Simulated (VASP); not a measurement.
# Br (Cmce) in VASP: a series of runs, part 2 of 2

VASP 6.6.1. The steps go on from the part before.

## 4. Single point, PBE+D3(BJ)

This run uses another cell than the first one, of 31.09 Å³/atom.

Contents of INCAR:

```
SYSTEM = Br
PREC     = Accurate       ! precision mode
ENCUT    = 520            ! plane-wave cutoff, eV
EDIFF    = 1E-7           ! SCF threshold, eV
ISMEAR   = 0              ! smearing method
SIGMA    = 0.02           ! smearing width, eV
LREAL    = .FALSE.        ! projectors in reciprocal space
LASPH    = .TRUE.         ! aspherical terms in the spheres
NELM     = 80             ! most SCF steps
ALGO     = Normal         ! electronic algorithm
ISIF     = 2              ! what is computed and relaxed
LWAVE    = .FALSE.        ! write WAVECAR
LCHARG   = .TRUE.         ! write CHGCAR
GGA      = PE             ! functional
IVDW     = 12             ! dispersion correction
LELF     = .TRUE.         ! ELF
LVHAR    = .TRUE.       
NBANDS   = 22             ! bands
```

Contents of KPOINTS:

```
Automatic mesh
0
G
  8 8 4
  0 0 0
```

Contents of POSCAR:

```
Br
1.0
    3.4940214947     -2.0757480419      0.0000000000
    3.4940214947      2.0757480419      0.0000000000
    0.0000000000      0.0000000000      8.5728381500
Br
4
Direct
    0.1509776077      0.8490223923      0.1191043518
    0.6509776077      0.3490223923      0.3808956482
    0.8490223923      0.1509776077      0.8808956482
    0.3490223923      0.6509776077      0.6191043518
```

Potentials or basis: VASP PAW PBE potentials, release 64 (Br).

Launch:

```bash
$ cat potpaw_PBE.64/Br/POTCAR > POTCAR
$ mpirun -np 1 vasp_std > vasp.out
```

OUTCAR:

```text
SYSTEM = Br
   PREC = Accurate
   ENCUT = 520
   EDIFF = 1E-7
   ISMEAR = 0
   LREAL = .FALSE.
   LASPH = .TRUE.
   NELM = 80
   ISIF = 2
   GGA = PE
   IVDW = 12
 IVDW          = 12

 ion  position               nearest neighbor table
   1  0.151  0.849  0.119-   3 2.40
   2  0.651  0.349  0.381-   4 2.40
   3  0.849  0.151  0.881-   1 2.40
   4  0.349  0.651  0.619-   2 2.40

  LATTYP: Found a base centered orthorhombic cell.
 ALAT       =     4.1514960838
 B/A-ratio  =     1.6832589622
 C/A-ratio  =     2.0649996958

  Lattice vectors:

 A1 = (  -3.4940214947,  -2.0757480419,   0.0000000000)
 A2 = (   3.4940214947,  -2.0757480419,   0.0000000000)
 A3 = (   0.0000000000,   0.0000000000,   8.5728381500)

Analysis of symmetry for initial positions (statically):
=====================================================================
 Subroutine PRICEL returns:
 Original cell was already a primitive cell.

 Routine SETGRP: Setting up the symmetry group for a
 base centered orthorhombic supercell.

 Subroutine GETGRP returns: Found  8 space group operations
 (whereof  4 operations were pure point group operations)
 out of a pool of  8 trial point group operations.

The static configuration has the point symmetry C_2h.
 The point group associated with its full space group is D_2h.

Analysis of symmetry for dynamics (positions and initial velocities):
=====================================================================
 Subroutine PRICEL returns:
 Original cell was already a primitive cell.

 Routine SETGRP: Setting up the symmetry group for a
 base centered orthorhombic supercell.

 Subroutine GETGRP returns: Found  8 space group operations
 (whereof  4 operations were pure point group operations)
 out of a pool of  8 trial point group operations.

The dynamic configuration has the point symmetry C_2h.
 The point group associated with its full space group is D_2h.

 Subroutine INISYM returns: Found  8 space group operations
 (whereof  4 operations are pure point group operations),
 and found     1 'primitive' translations

----------------------------------------------------------------------------------------

                                     Primitive cell

  volume of cell :     124.3526

  direct lattice vectors                    reciprocal lattice vectors
     3.494021495 -2.075748042  0.000000000     0.143101581 -0.240877019  0.000000000
     3.494021495  2.075748042  0.000000000     0.143101581  0.240877019  0.000000000
     0.000000000  0.000000000  8.572838150     0.000000000  0.000000000  0.116647484

  length of vectors
     4.064100902  4.064100902  8.572838150     0.280178159  0.280178159  0.116647484

  position of ions in fractional coordinates (direct lattice)
     0.150977608  0.849022392  0.119104352
     0.650977608  0.349022392  0.380895648
     0.849022392  0.150977608  0.880895648
     0.349022392  0.650977608  0.619104352

  ion indices of the primitive-cell ions
   primitive index   ion index
                 1           1
                 2           2
                 3           3
                 4           4

----------------------------------------------------------------------------------------

 KPOINTS: Automatic mesh

Automatic generation of k-mesh.
 Grid dimensions read from file:
 generate k-points for:    8    8    4

 Generating k-lattice:

  Cartesian coordinates                     Fractional coordinates (reciprocal lattice)
     0.017887698 -0.030109627  0.000000000     0.125000000  0.000000000  0.000000000
     0.017887698  0.030109627  0.000000000     0.000000000  0.125000000  0.000000000
     0.000000000  0.000000000  0.029161871     0.000000000  0.000000000  0.250000000

  Length of vectors
     0.035022270  0.035022270  0.029161871

  Shift w.r.t. Gamma in fractional coordinates (k-lattice)
     0.000000000  0.000000000  0.000000000

 Subroutine IBZKPT returns following result:
 ===========================================

 Found     63 irreducible k-points:

 Following reciprocal coordinates:
            Coordinates               Weight
  0.000000  0.000000  0.000000      1.000000
  0.125000 -0.000000  0.000000      4.000000
  0.250000 -0.000000  0.000000      4.000000
  0.375000  0.000000  0.000000      4.000000
  0.500000 -0.000000  0.000000      2.000000
  0.125000  0.125000  0.000000      2.000000
[... 16 lines left out ...]
  0.125000 -0.000000  0.250000      8.000000
  0.250000 -0.000000  0.250000      8.000000
 [... further k-points ...]
   k-points           NKPTS =     63   k-points in BZ     NKDIM =     63   number of bands    NBANDS=     22
   number of dos      NEDOS =    301   number of ions     NIONS =      4
   total plane-waves  NPLWV =  57600
   dimension x,y,z NGX =    30 NGY =   30 NGZ =   64
   dimension x,y,z NGXF=    60 NGYF=   60 NGZF=  128
   ions per type =               4
   NGX,Y,Z   is equivalent  to a cutoff of  12.27, 12.27, 12.41 a.u.
   NGXF,Y,Z  is equivalent  to a cutoff of  24.54, 24.54, 24.82 a.u.
 SYSTEM =  Br
   PREC   = accura    normal or accurate (medium, high low for compatibility)
   ISTART =      0    job   : 0-new  1-cont  2-samecut
   ICHARG =      2    charge: 1-file 2-atom 10-const
   ISPIN  =      1    spin polarized calculation?
   LNONCOLLINEAR =      F non collinear calculations
   LSORBIT =      F    spin-orbit coupling
   LASPH  =      T    aspherical Exc in radial PAW
   ENCUT  =  520.0 eV  38.22 Ry    6.18 a.u.   7.56  7.56 15.94*2*pi/ulx,y,z
   NELM   =     80;   NELMIN=  2; NELMDL= -5     # of ELM steps
   EDIFF  = 0.1E-06   stopping-criterion for ELM
   LREAL  =      F    real-space projection
   EDIFFG = 0.1E-05   stopping-criterion for IOM
   NSW    =      0    number of steps for IOM
   IBRION =     -1    ionic relax: 0-MD 1-quasi-New 2-CG
   NFREE  =      0    steps in history (QN), initial steepest desc. (CG)
   ISIF   =      2    stress and relaxation
   ISYM   =      2    0-nonsym 1-usesym 2-fastsym
   POTIM  = 0.5000    time-step for ionic-motion
   TEBEG  =    0.0;   TEEND  =   0.0 temperature during run
   PSTRESS=    0.0 pullay stress
   NELECT =      28.0000    total number of electrons
   NUPDOWN=      -1.0000    fix difference up-down
   EMIN   =  10.00;   EMAX   =-10.00  energy-range for DOS
   EFERMI =   0.00;   METHOD = LEGACY
   ISMEAR =     0;   SIGMA  =   0.02  broadening in eV -4-tet -1-fermi 0-gaus
   EFERMI_NEDOS =   21; number of points for ismear=-14 and -15
   IALGO  =     38    algorithm
   IMIX   =      4    mixing-type and parameters
     AMIX     =   0.40;   BMIX     =  1.00
     AMIX_MAG =   1.60;   BMIX_MAG =  1.00
  volume/ion in A,a.u.               =      31.09       209.79
  Fermi-wavevector in a.u.,A,eV,Ry     =   0.995962  1.882094 13.496155  0.991939
  Thomas-Fermi vector in A             =   2.128017
   LORBIT       =      0    0 simple, 1 ext, 2 COOP (PROOUT), +10 PAW based schemes
   GGA     = PE    functional components
   LHFCALC =     F    Hartree Fock is set to
   AEXX    =    0.0000 exact exchange contribution
   IVDW    =    12    specifies the selected vdW correction
   LEPSILON=     F    determine dielectric tensor
   LRPA    =     F    only Hartree local field effects (RPA)
 non-spin polarized calculation
 Gauss-broadening in eV      SIGMA  =   0.02
  energy-cutoff  :      520.00
  volume of cell :      124.35
 maximum number of plane-waves:      3380
   NGX = 15   NGY = 15   NGZ = 31

 number of electron      27.9999995 magnetization

 Free energy of the ion-electron system (eV)
  ---------------------------------------------------
  ext. energy  EPLUGINS =         0.00000000
  ---------------------------------------------------
  free energy    TOTEN  =        -6.46416566 eV

  energy without entropy =       -6.46416566  energy(sigma->0) =       -6.46416566

 E-fermi :   0.5010     XC(G=0):  -8.2812

 val. band max:        0.3996928574   @ k =   0.0000   0.0000   0.0000
 cond. band min:       1.7311358490   @ k =   0.1250  -0.0000   0.0000
 fundamental gap:      1.3314429916
 Fermi energy:         0.5010199300

 k-point     1 :       0.0000    0.0000    0.0000
  band No.  band energies     occupation
      1     -15.5249      2.00000
      2     -14.8452      2.00000
      3     -13.3989      2.00000
      4     -12.1586      2.00000
      5      -4.7213      2.00000
      6      -3.2031      2.00000
[... 589 lines left out ...]
     21       9.5998      0.00000
     22       9.6656      0.00000

 [... further k-points ...]

------------------------ aborting loop because EDIFF is reached ----------------------------------------

 Edisp (eV)   -0.92660

 E8    (eV) :    -0.3670

  FORCE on cell =-STRESS in cart. coord.  units (eV):
  Direction    XX          YY          ZZ          XY          YZ          ZX
  --------------------------------------------------------------------------------------
  -------------------------------------------------------------------------------------
  Total      -0.00658     0.00671     0.04471     0.00000    -0.00000     0.00000
  in kB      -0.08473     0.08650     0.57611     0.00000    -0.00000     0.00000
  external pressure =        0.19 kB  Pullay stress =        0.00 kB

 VOLUME and BASIS-vectors are now :
 -----------------------------------------------------------------------------
  energy-cutoff  :      520.00
  volume of cell :      124.35
      direct lattice vectors                 reciprocal lattice vectors
     3.494021495 -2.075748042  0.000000000     0.143101581 -0.240877019  0.000000000
     3.494021495  2.075748042  0.000000000     0.143101581  0.240877019  0.000000000
     0.000000000  0.000000000  8.572838150     0.000000000  0.000000000  0.116647484

 POSITION                                       TOTAL-FORCE (eV/Angst)
 -----------------------------------------------------------------------------------
      3.49402      1.44897      1.02106         0.000000     -0.005208      0.007942
      3.49402     -0.62678      3.26536         0.000000     -0.005208     -0.007942
      3.49402     -1.44897      7.55178         0.000000      0.005208     -0.007942
      3.49402      0.62678      5.30748         0.000000      0.005208      0.007942
 -----------------------------------------------------------------------------------
    total drift:                                0.000000     -0.000000     -0.000000

  FREE ENERGIE OF THE ION-ELECTRON SYSTEM (eV)
  ---------------------------------------------------
  free  energy   TOTEN  =        -7.3907664701 eV

  energy  without entropy=       -7.3907664701  energy(sigma->0) =       -7.39076647
```

It took 4.9 min on 1 thread of Intel Xeon 8259CL, shared host; peak memory 0.31 GiB.

Results:

```yaml
Free_energy: -7.3908 eV
Pressure: 0.0 GPa
Largest_force: 0.009 eV/Å
Band_gap_on_the_k_mesh: 1.33 eV (least direct gap 1.37 eV)
Dispersion_energy_per_atom: -0.232 eV
```

Forces in eV/Å, atoms in the order of the input:
```
Br   0.000 -0.005  0.008
Br   0.000 -0.005 -0.008
Br   0.000  0.005 -0.008
Br   0.000  0.005  0.008
```

A k mesh can miss the band edges. PBE gaps usually lie below the measured ones, often by a third to a half.

## 5. Single point, PBE+D3(BJ)

This run uses another cell than the first one, of 31.09 Å³/atom.

Contents of INCAR:

```
  ALGO = Normal
  EDIFF = 1E-6
  ENCUT = 520
  GGA = PE
  ISIF = 2
  ISMEAR = 0
  IVDW = 12
  LASPH = True
  LCHARG = False
  LREAL = False
  LWAVE = False
  NBANDS = 22
  NELM = 80
  PREC = Accurate
  SIGMA = 0.02
```

Contents of KPOINTS:

```
k-points
0
Gamma
  8 8 4
```

POSCAR is that of step 4.

Launch:

```bash
$ cat potpaw_PBE.64/Br/POTCAR > POTCAR
$ mpirun -np 1 vasp_std > vasp.out
```

It took 4.1 min on 1 thread of Intel Xeon 8259CL, shared host; peak memory 0.3 GiB.

The run converged. Its results:

- Free energy: -7.3908 eV
- Pressure: 0.0 GPa
- Largest force: 0.009 eV/Å
- Band gap on the k mesh: 1.33 eV (least direct gap 1.37 eV)
- Dispersion energy per atom: -0.232 eV

Forces in eV/Å, atoms in the order of the input:
```
Br   0.000 -0.005  0.008
Br   0.000 -0.005 -0.008
Br   0.000  0.005 -0.008
Br   0.000  0.005  0.008
```

Levels at points of the mesh, in eV from the valence-band top:
| k point | band 12 | band 13 | band 14 | band 15 | band 16 | band 17 |
| --- | --- | --- | --- | --- | --- | --- |
| (0.00, 0.00, 0.00) | -0.60 | -0.43 | 0.00 | 1.37 | 2.28 | 5.94 |
| (0.50, 0.00, 0.00) | -1.49 | -0.67 | -0.67 | 2.44 | 2.44 | 6.85 |
| (0.50, 0.50, 0.00) | -1.56 | -0.71 | -0.24 | 1.33 | 2.08 | 6.75 |
| (0.00, 0.00, 0.50) | -1.12 | -0.18 | -0.18 | 1.63 | 1.63 | 6.58 |
| (0.50, 0.00, 0.50) | -0.84 | -0.04 | -0.04 | 1.76 | 1.76 | 7.26 |
| (0.50, 0.50, 0.50) | -1.27 | -0.97 | -0.97 | 1.54 | 1.54 | 7.88 |

A k mesh can miss the band edges. A hybrid or GW would open this gap; PBE tends to underestimate it.

## 6. Summary

```csv
cell,k mesh,gap on the mesh (eV),pressure (GPa),largest force (eV/Å)
"a = 3.910, b = 3.910, c = 8.506 Å, angles 90.0, 90.0, 62.8°, 4 atoms, atomic positions A",8 × 8 × 4,1.27,1.0,0.01
"a = 3.037, b = 3.037, c = 7.655 Å, angles 90.0, 90.0, 68.4°, 4 atoms, atomic positions B",12 × 12 × 6,none,50.1,0.01
"a = 4.064, b = 4.064, c = 8.573 Å, angles 90.0, 90.0, 61.4°, 4 atoms, atomic positions C",8 × 8 × 4,1.33,0.0,0.01
```

Alike in all rows: task single point; level PBE+D3(BJ); potentials or basis VASP PAW PBE potentials, release 64 (Br); no spin polarisation; cutoff (eV) 520; smearing gaussian 0.02 eV.

Caveats: the cell stands under pressure (at least some runs).

Total energies depend on the potentials used, so only differences within one code and one set of settings carry meaning.
